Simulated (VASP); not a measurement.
Write the native input for VASP 6.6.1 that does the following.

| Property | Result |
| --- | --- |
| Task | single point |
| Functional | PBE |
| Potentials or basis | VASP PAW PBE potentials, release 64 (Ge_d) |
| Cutoff | 520 eV |
| k mesh | 15 × 15 × 15 |
| Occupations | fermi-dirac, width 0.08 eV |
| Spin | no spin polarisation |
| Dipole correction | no |
| Further INCAR settings | ALGO = Normal; EDIFF = 1e-06; NBANDS = 13 |

The structure of Ge lies in POSCAR:

```
Ge
1.0
    2.1794947830      0.0000000000      0.0000000000
    0.0000000000      2.1794947830      0.0000000000
    0.0000000000      0.0000000000      2.1794947830
Ge
1
Direct
    0.0000000000      0.0000000000      0.0000000000
```

This cell differs from its parent crystal: volume scaled by 0.52.

The input as run:

INCAR

```
PREC = Accurate ; ENCUT = 520
EDIFF = 1E-6 ; ISMEAR = -1
SIGMA = 0.08 ; LREAL = F
LASPH = T ; NELM = 80
ALGO = Normal ; ISIF = 2
LWAVE = F ; LCHARG = F
GGA = PE ; NBANDS = 13
```

KPOINTS

```
regular mesh
0
Gamma
  15 15 15
```

Potentials or basis: VASP PAW PBE potentials, release 64 (Ge_d).

Launch:

```sh
$ cat potpaw_PBE.64/Ge_d/POTCAR > POTCAR
$ mpirun -np 1 vasp_std > vasp.out
```

It gave:

```yaml
Pressure: 201.3 GPa
Band_gap_on_the_k_mesh: zero (band 7 reaches 25.88 eV, above the bottom of band 8 at 12.96 eV)
```

Run time: 3.2 s on 1 thread of Intel(R) Xeon(R) 6975P-C (Granite Rapids), with other jobs on the host, peak memory 0.12 GiB.
